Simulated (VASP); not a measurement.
Input of a VASP 6.6.1 run:

File INCAR:

```
SYSTEM = GePt
PREC = Accurate
ENCUT = 520
EDIFF = 1E-7
ISMEAR = -1
SIGMA = 0.1
LREAL = .FALSE.
LASPH = .TRUE.
NELM = 100
ALGO = Normal
ISIF = 2
LWAVE = .FALSE.
LCHARG = .FALSE.
GGA = PE
NBANDS = 19
```

The input KPOINTS:

```
regular mesh
0
G
  14 14 14
  0 0 0
```

Contents of POSCAR:

```
GePt
1.0
    0.0000000000      2.4997598222      2.4997598222
    2.4997598222      0.0000000000      2.4997598222
    2.4997598222      2.4997598222      0.0000000000
Pt Ge
1 1
Direct
    0.0000000000      0.0000000000      0.0000000000
    0.5000000000      0.5000000000      0.5000000000
```

Potentials or basis: VASP PAW PBE potentials, release 64 (Pt, Ge_d).

Command:

```sh
$ cat potpaw_PBE.64/Pt/POTCAR potpaw_PBE.64/Ge_d/POTCAR > POTCAR
$ mpirun -np 1 vasp_std > vasp.out
```

Task: Estimate the pressure.

Result: 23.1 GPa.

Task: Estimate the band gap on the k mesh.

Result: Zero (band 12 reaches 12.66 eV, above the bottom of band 13 at 8.96 eV).

Caveat: spin-orbit coupling is left out, which moves the levels of the heavy elements.
